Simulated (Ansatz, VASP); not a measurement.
One calculation of TiGe4Mo, two programs

INCAR

```
ALGO = Normal ; EDIFF = 1E-7
EDIFFG = -0.04 ; ENCUT = 600
GGA = PE ; IBRION = 2
ISIF = 3 ; ISMEAR = 0
LASPH = True ; LCHARG = False
LREAL = False ; LWAVE = False
NELM = 100 ; NSW = 90
PREC = Accurate ; SIGMA = 0.1
```

File KPOINTS:

```
k-points
0
Gamma
  4 4 4
```

POSCAR

```
TiGe4Mo
1.0
    2.5032571900     -4.3643446500      0.0000000000
    2.5032571900      4.3643446500      0.0000000000
    0.0000000000      0.0000000000      5.0065143800
Ti Ge Mo
1 4 1
Direct
    0.5000000000      0.5000000000      0.5000000000
    0.6616742600      0.3383257400      0.0000000000
    0.1616742600      0.8383257400      0.5000000000
    0.3383257400      0.6616742600      0.0000000000
    0.8383257400      0.1616742600      0.5000000000
    0.0000000000      0.0000000000      0.0000000000
```

Input for Ansatz:

```yaml
crystal:
  lattice:
    - [2.50325719, -4.36434465, 0.0]
    - [2.50325719, 4.36434465, 0.0]
    - [0.0, 0.0, 5.00651438]
  atoms:
    - { symbol: Ti, position: [0.5, 0.5, 0.5] }
    - { symbol: Ge, position: [0.66167426, 0.33832574, 0.0] }
    - { symbol: Ge, position: [0.16167426, 0.83832574, 0.5] }
    - { symbol: Ge, position: [0.33832574, 0.66167426, 0.0] }
    - { symbol: Ge, position: [0.83832574, 0.16167426, 0.5] }
    - { symbol: Mo, position: [0.0, 0.0, 0.0] }
basis:
  ecutwfc: 420
kpoints:
  mp_grid: { grid: [4, 4, 4] }
hamiltonian:
  xc: pbe
scf:
  occupations: { method: gaussian, width: 0.1 }
  lower_state_search: "off"
output:
  forces: true
  stress: true
  eigenvalues: true
relax:
  adjacent_minimum: "off"
  f_tol: 0.04
  max_steps: 70
  cell: { stress_tol: 0.4 }
```

Alike in both runs: task relaxation of cell and atoms; functional PBE; k mesh 4 × 4 × 4; occupations gaussian, width 0.1 eV; no spin polarisation.

```csv
,VASP,Ansatz
version,VASP 6.6.1,Ansatz 0.2.0
potentials or method,"VASP PAW PBE potentials, release 64 (Ti_sv, Ge_d, Mo_sv), cutoff 600 eV","scalar-relativistic, plane waves, PAW"
valence electrons in the cell,82,82
```

Ansatz gave:

```
gap on the k mesh at the Fermi level, each at its own relaxed structure (eV) : none
relaxed volume (Å³/atom)                                                     : 15.75
relaxed cell length with the largest relative difference (Å)                 : 4.740
```

Estimate VASP's values.

gap on the k mesh at the Fermi level, each at its own relaxed structure (eV): none; relaxed volume (Å³/atom): 15.76; relaxed cell length with the largest relative difference (Å): 4.744.

A gap of «none» marks a metal or a gap that the smearing closes.

The k mesh is coarse, so the values compare programs but aren't converged.
